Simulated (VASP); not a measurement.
# Ge (C2/m) in VASP: notebook

Ge is run at these levels: PBEsol; tasks: single point.

All numbers are computed with VASP 6.6.1; they aren't measurements. Logs are shortened: lines on timing, memory, paths and dates and some standing lists are left out, and cuts for length are marked.

## Step 1: The cell of the first run

Symmetry: C2/m, No. 12, monoclinic system. Conventional cell: a = 5.189 Å, b = 2.976 Å, c = 4.728 Å, α = 90.00°, β = 90.00°, γ = 90.00°. Within 3.4 Å of Ge (site symmetry m) lie 12 Ge at 2.61 to 3.35 Å.

## Step 2: Single point, PBEsol (atom 1 (Ge) moved by (-0.300, -0.300) A along y and z)

INCAR reads:

```
  ALGO = Normal
  EDIFF = 1E-7
  ENCUT = 520
  GGA = PS
  ISIF = 2
  ISMEAR = 0
  LASPH = True
  LCHARG = True
  LELF = True
  LREAL = False
  LVHAR = True
  LWAVE = False
  NBANDS = 21
  NELM = 100
  PREC = Accurate
  SIGMA = 0.15
```

KPOINTS reads:

```
k-points
0
Gamma
  18 18 10
```

POSCAR reads:

```
Ge
1.0
    1.4880529250     -2.5946896100      0.0000000000
    1.4880529250      2.5946896100      0.0000000000
    0.0000000000      0.0000000000      4.7275957900
Ge
2
Direct
    0.7243637530      0.2756362470      0.1865427982
    0.3334466300      0.6665533700      0.7500000000
```

Potentials or basis: VASP PAW PBE potentials, release 64 (Ge_d).

Command:

```
$ cat potpaw_PBE.64/Ge_d/POTCAR > POTCAR
$ mpirun -np 1 vasp_std > vasp.out
```

OUTCAR:

```text
EDIFF = 1E-7
   ENCUT = 520
   GGA = PS
   ISIF = 2
   ISMEAR = 0
   LASPH = True
   LREAL = False
   NELM = 100
   PREC = Accurate

 ion  position               nearest neighbor table
   1  0.724  0.276  0.187-   2 2.61   2 2.61   2 2.89
   2  0.333  0.667  0.750-   1 2.61   1 2.61   1 2.89

  LATTYP: Found a base centered orthorhombic cell.
 ALAT       =     2.9761058500
 B/A-ratio  =     1.7436809984
 C/A-ratio  =     1.5885173540

  Lattice vectors:

 A1 = (   1.4880529250,  -2.5946896100,   0.0000000000)
 A2 = (   1.4880529250,   2.5946896100,   0.0000000000)
 A3 = (   0.0000000000,   0.0000000000,   4.7275957900)

Analysis of symmetry for initial positions (statically):
=====================================================================
 Subroutine PRICEL returns:
 Original cell was already a primitive cell.

 Routine SETGRP: Setting up the symmetry group for a
 base centered orthorhombic supercell.

 Subroutine GETGRP returns: Found  4 space group operations
 (whereof  2 operations were pure point group operations)
 out of a pool of  8 trial point group operations.

The static configuration has the point symmetry C_1h.
 The point group associated with its full space group is C_2h.

Analysis of symmetry for dynamics (positions and initial velocities):
=====================================================================
 Subroutine PRICEL returns:
 Original cell was already a primitive cell.

 Routine SETGRP: Setting up the symmetry group for a
 base centered orthorhombic supercell.

 Subroutine GETGRP returns: Found  4 space group operations
 (whereof  2 operations were pure point group operations)
 out of a pool of  8 trial point group operations.

The dynamic configuration has the point symmetry C_1h.
 The point group associated with its full space group is C_2h.

 Subroutine INISYM returns: Found  4 space group operations
 (whereof  2 operations are pure point group operations),
 and found     1 'primitive' translations

----------------------------------------------------------------------------------------

                                     Primitive cell

  volume of cell :      36.5068

  direct lattice vectors                    reciprocal lattice vectors
     1.488052925 -2.594689610  0.000000000     0.336009554 -0.192701277  0.000000000
[... 76 lines left out ...]
 SYSTEM =  unknown system
   PREC   = accura    normal or accurate (medium, high low for compatibility)
   ISTART =      0    job   : 0-new  1-cont  2-samecut
   ICHARG =      2    charge: 1-file 2-atom 10-const
   ISPIN  =      1    spin polarized calculation?
   LNONCOLLINEAR =      F non collinear calculations
   LSORBIT =      F    spin-orbit coupling
   LASPH  =      T    aspherical Exc in radial PAW
   ENCUT  =  520.0 eV  38.22 Ry    6.18 a.u.   5.56  5.56  8.79*2*pi/ulx,y,z
   NELM   =    100;   NELMIN=  2; NELMDL= -5     # of ELM steps
   EDIFF  = 0.1E-06   stopping-criterion for ELM
   LREAL  =      F    real-space projection
   EDIFFG = 0.1E-05   stopping-criterion for IOM
   NSW    =      0    number of steps for IOM
   IBRION =     -1    ionic relax: 0-MD 1-quasi-New 2-CG
   NFREE  =      0    steps in history (QN), initial steepest desc. (CG)
   ISIF   =      2    stress and relaxation
   ISYM   =      2    0-nonsym 1-usesym 2-fastsym
   POTIM  = 0.5000    time-step for ionic-motion
   TEBEG  =    0.0;   TEEND  =   0.0 temperature during run
   PSTRESS=    0.0 pullay stress
   NELECT =      28.0000    total number of electrons
   NUPDOWN=      -1.0000    fix difference up-down
   EMIN   =  10.00;   EMAX   =-10.00  energy-range for DOS
   EFERMI =   0.00;   METHOD = LEGACY
   ISMEAR =     0;   SIGMA  =   0.15  broadening in eV -4-tet -1-fermi 0-gaus
   EFERMI_NEDOS =   21; number of points for ismear=-14 and -15
   IALGO  =     38    algorithm
   IMIX   =      4    mixing-type and parameters
     AMIX     =   0.40;   BMIX     =  1.00
     AMIX_MAG =   1.60;   BMIX_MAG =  1.00
  volume/ion in A,a.u.               =      18.25       123.18
  Fermi-wavevector in a.u.,A,eV,Ry     =   1.498544  2.831837 30.553703  2.245634
  Thomas-Fermi vector in A             =   2.610289
   LORBIT       =      0    0 simple, 1 ext, 2 COOP (PROOUT), +10 PAW based schemes
   GGA     = PS    functional components
   LHFCALC =     F    Hartree Fock is set to
   AEXX    =    0.0000 exact exchange contribution
   IVDW    =     0    specifies the selected vdW correction
   LEPSILON=     F    determine dielectric tensor
   LRPA    =     F    only Hartree local field effects (RPA)
 non-spin polarized calculation
 Gauss-broadening in eV      SIGMA  =   0.15
  energy-cutoff  :      520.00
  volume of cell :       36.51
 maximum number of plane-waves:      1014
   NGX = 11   NGY = 11   NGZ = 17

 number of electron      27.9999999 magnetization

 Free energy of the ion-electron system (eV)
  ---------------------------------------------------
  ext. energy  EPLUGINS =         0.00000000
  ---------------------------------------------------
  free energy    TOTEN  =        -9.17692482 eV

  energy without entropy =       -9.16655628  energy(sigma->0) =       -9.17174055

 E-fermi :   6.9782     XC(G=0): -11.5625

 val. band max:        6.9775772084   @ k =   0.4444  -0.2778   0.4000
 cond. band min:       6.9813986418   @ k =   0.4444   0.0000   0.1000
 fundamental gap:      0.0038214333
 Fermi energy:         6.9782337782

 k-point     1 :       0.0000    0.0000    0.0000
  band No.  band energies     occupation
      1     -17.7251      2.00000
      2     -17.7189      2.00000
      3     -17.7171      2.00000
      4     -17.6930      2.00000
      5     -17.6694      2.00000
      6     -17.6506      2.00000
[... 565 lines left out ...]
     20      19.6655      0.00000
     21      20.3170      0.00000

 [... further k-points ...]
[... 5 lines left out ...]
  --------------------------------------------------------------------------------------
  -------------------------------------------------------------------------------------
  Total        1.1139124      0.2816965      1.4254670      0.0000000      0.3432201      0.0000000
  in kB       48.8863372     12.3628315     62.5595531      0.0000000     15.0629202      0.0000000
  external PRESSURE =      41.2695739 kB  Pullay stress =       0.0000000 kB

 VOLUME and BASIS-vectors are now :
 -----------------------------------------------------------------------------
  energy-cutoff  :      520.00
  volume of cell :       36.51
      direct lattice vectors                 reciprocal lattice vectors
     1.488052925 -2.594689610  0.000000000     0.336009554 -0.192701277  0.000000000
     1.488052925  2.594689610  0.000000000     0.336009554  0.192701277  0.000000000
     0.000000000  0.000000000  4.727595790     0.000000000  0.000000000  0.211524006

 POSITION                                       TOTAL-FORCE (eV/Angst)
 -----------------------------------------------------------------------------------
      1.48805     -1.16431      0.88190         0.000000      0.106614      1.020745
      1.48805      0.86431      3.54570         0.000000     -0.106614     -1.020745
 -----------------------------------------------------------------------------------
    total drift:                                0.000000     -0.000069      0.000066

  FREE ENERGIE OF THE ION-ELECTRON SYSTEM (eV)
  ---------------------------------------------------
  free  energy   TOTEN  =        -9.1769248231 eV

  energy  without entropy=       -9.1665562829  energy(sigma->0) =       -9.17174055
```

OSZICAR:

```text
N       E                     dE             d eps       ncg     rms          rms(c)
DAV:   1     0.176384668227E+03    0.17638E+03   -0.14098E+04 41490   0.387E+03
DAV:   2     0.146769201452E+02   -0.16171E+03   -0.15669E+03 36582   0.592E+02
DAV:   3    -0.858545966426E+01   -0.23262E+02   -0.23050E+02 40936   0.133E+02
DAV:   4    -0.922643210532E+01   -0.64097E+00   -0.64044E+00 41486   0.258E+01
DAV:   5    -0.923585418703E+01   -0.94221E-02   -0.94218E-02 41371   0.340E+00    0.199E+00
DAV:   6    -0.919179025667E+01    0.44064E-01   -0.42147E-02 49948   0.307E+00    0.106E+00
DAV:   7    -0.917779079842E+01    0.13999E-01   -0.23499E-02 49979   0.185E+00    0.182E-01
DAV:   8    -0.917692282650E+01    0.86797E-03   -0.25048E-03 45311   0.710E-01    0.399E-02
DAV:   9    -0.917692245048E+01    0.37602E-06   -0.14414E-04 41207   0.991E-02    0.233E-02
DAV:  10    -0.917692420194E+01   -0.17515E-05   -0.62087E-06 47308   0.365E-02    0.442E-03
DAV:  11    -0.917692497882E+01   -0.77688E-06   -0.59779E-07 42768   0.106E-02    0.139E-03
DAV:  12    -0.917692481578E+01    0.16305E-06   -0.51150E-08 24546   0.358E-03    0.430E-04
DAV:  13    -0.917692482314E+01   -0.73633E-08   -0.11991E-08 22536   0.132E-03
   1 F= -.91769248E+01 E0= -.91717406E+01  d E =-.103685E-01
```

stdout:

```text
POSCAR found type information on POSCAR Ge
 POSCAR found :  1 types and       2 ions
 scaLAPACK will be used
 -----------------------------------------------------------------------------
|                                                                             |
|                                                                             |
|     You enforced a specific xc type in the INCAR file but a different       |
|     I HOPE YOU KNOW WHAT YOU ARE DOING!                                     |
|                                                                             |
 -----------------------------------------------------------------------------

 LDA part: xc-table for (Slater+PW92), standard interpolation
 POSCAR, INCAR and KPOINTS ok, starting setup
 FFT: planning ... GRIDC
 FFT: planning ... GRID_SOFT
 FFT: planning ... GRID
 WAVECAR not read
 entering main loop
```

Wall time 2.9 min (1 thread of Intel Xeon 6975P-C (Granite Rapids), shared host); peak memory 0.57 GiB.

What came out:

| Quantity | Value |
| --- | --- |
| Free energy | -9.1769 eV |
| Pressure | 4.1 GPa |
| Largest force | 1.026 eV/Å |
| Band gap on the k mesh | zero (bands 14 and 15 overlap by 9.18 eV) |

Forces on the atoms (eV/Å):
```
Ge   0.000  0.107  1.021
Ge   0.000 -0.107 -1.021
```

Caveat: the cell differs from its parent crystal (atom 1 (Ge) moved by (-0.300, -0.300) A along y and z); the stress differs along the axes, from 1 to 6 GPa; the PAW data sets were made with another functional, which shifts forces and pressure a little.

## Step 3: Single point, PBEsol (atom 1 (Ge) moved by (+0.300, -0.300) A along y and z)

INCAR reads:

```
SYSTEM = Ge
ALGO     = Normal         ! electronic algorithm
EDIFF    = 1E-6           ! SCF threshold, eV
ENCUT    = 520            ! plane-wave cutoff, eV
GGA      = PS             ! functional
ISIF     = 2              ! what is computed and relaxed
ISMEAR   = 0              ! smearing method
LASPH    = .True.         ! aspherical terms in the spheres
LCHARG   = .False.        ! write CHGCAR
LREAL    = .False.        ! projectors in reciprocal space
LWAVE    = .False.        ! write WAVECAR
NBANDS   = 21             ! bands
NELM     = 60             ! most SCF steps
PREC     = Accurate       ! precision mode
SIGMA    = 0.15           ! smearing width, eV
```

KPOINTS reads:

```
k-points
0
Gamma
  18 18 10
  0 0 0
```

POSCAR, as its differences from that of step 2:

```diff
@@ -8,3 +8,3 @@
 Direct
-    0.7243637530      0.2756362470      0.1865427982
+    0.6087429870      0.3912570130      0.1865427982
     0.3334466300      0.6665533700      0.7500000000
```

Potentials or basis: VASP PAW PBE potentials, release 64 (Ge_d).

Command:

```
$ cat potpaw_PBE.64/Ge_d/POTCAR > POTCAR
$ mpirun -np 1 vasp_std > vasp.out
```

It took 2.8 min on 1 thread of Intel Xeon 6975P-C (Granite Rapids), shared host; peak memory 0.58 GiB.

The run converged. Its results:

```yaml
Free_energy: -9.1691 eV
Pressure: 4.1 GPa
Largest_force: 1.134 eV/Å
Band_gap_on_the_k_mesh: zero (bands 14 and 15 overlap by 9.10 eV)
```

Forces in eV/Å, atoms in the order of the input:
```
Ge   0.000 -0.215  1.114
Ge   0.000  0.215 -1.114
```

Stress tensor (GPa, compression positive):
```
 1.47  0.00  0.00
 0.00  4.10 -3.54
 0.00 -3.54  6.61
```

Levels at points of the mesh, in eV from the Fermi level:
| k point | band 12 | band 13 | band 14 | band 15 | band 16 | band 17 |
| --- | --- | --- | --- | --- | --- | --- |
| (0.00, 0.00, 0.00) | -7.44 | -5.40 | 5.86 | 7.09 | 7.79 | 9.03 |
| (0.50, 0.00, 0.00) | -7.04 | -2.49 | -1.50 | -0.74 | 2.19 | 2.25 |
| (0.50, 0.50, 0.00) | -8.13 | -2.03 | -1.70 | 0.26 | 0.51 | 2.29 |
| (0.00, 0.00, 0.50) | -10.72 | 1.02 | 2.96 | 6.59 | 7.48 | 7.88 |
| (0.50, 0.00, 0.50) | -6.59 | -5.36 | -4.00 | 2.93 | 4.35 | 4.77 |
| (0.50, 0.50, 0.50) | -7.40 | -4.99 | -4.75 | 3.15 | 5.16 | 5.20 |

Caveat: the cell differs from its parent crystal (atom 1 (Ge) moved by (+0.300, -0.300) A along y and z); the stress differs along the axes, from 1 to 7 GPa; the PAW data sets were made with another functional, which shifts forces and pressure a little.
